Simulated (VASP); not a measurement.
Wanted: the native input for a VASP 6.6.1 run.

```yaml
Task: relaxation of cell and atoms
Functional: PBE
Potentials_or_basis: VASP PAW PBE potentials, release 64 (Ba_sv, Si, S)
Cutoff: 600 eV
k_mesh: 4 × 4 × 4
Occupations: gaussian, width 0.1 eV
Spin: no spin polarisation
Dipole_correction: no
Further_INCAR_settings: ALGO = Normal; EDIFF = 1e-07; IBRION = 2; EDIFFG = -0.04; NSW = 90; ISIF = 3
```

The structure of Ba3SiS lies in POSCAR:

```
Ba3SiS
1.0
    5.5065866900      0.0000000000      0.0000000000
    0.0000000000      5.5065866900      0.0000000000
    0.0000000000      0.0000000000      5.5065866900
Ba Si S
3 1 1
Direct
    0.5000000000      0.0000000000      0.5000000000
    0.0000000000      0.5000000000      0.5000000000
    0.5000000000      0.5000000000      0.0000000000
    0.5000000000      0.5000000000      0.5000000000
    0.0000000000      0.0000000000      0.0000000000
```

The input as run:

INCAR

```
SYSTEM = Ba3SiS
ALGO = Normal
EDIFF = 1E-7
EDIFFG = -0.04
ENCUT = 600
GGA = PE
IBRION = 2
ISIF = 3
ISMEAR = 0
LASPH = .True.
LCHARG = .False.
LREAL = .False.
LWAVE = .False.
NELM = 60
NSW = 90
PREC = Accurate
SIGMA = 0.1
```

KPOINTS

```
k-points
0
Gamma
  4 4 4
  0 0 0
```

Potentials or basis: VASP PAW PBE potentials, release 64 (Ba_sv, Si, S).

Command:

```sh
$ cat potpaw_PBE.64/Ba_sv/POTCAR potpaw_PBE.64/Si/POTCAR potpaw_PBE.64/S/POTCAR > POTCAR
$ mpirun -np 1 vasp_std > vasp.out
```

It gave:

The relaxed volume is 48.34 Å³/atom, the relaxed cell is a = 6.229 Å, b = 6.229 Å, c = 6.229 Å, α = 90.00°, β = 90.00°, γ = 90.00° and the space group after relaxing (to 0.05 Å) is Pm-3m (No. 221). The energy gained by relaxing is 399.4 meV/atom, the ionic steps are 4 and the pressure after relaxing is 0.0 GPa. The band gap on the k mesh is zero (band 20 reaches 2.12 eV, above the bottom of band 21 at 1.98 eV).

Caveat: the volume moved by over 15 % at a fixed basis, so the end points are rough; spin-orbit coupling is left out, which moves the levels of the heavy elements.

Wall time 4.3 min on 1 thread of Intel(R) Xeon(R) Platinum 8259CL CPU @ 2.50GHz (Skylake/Cascade Lake), on a shared host, peak memory 0.36 GiB.
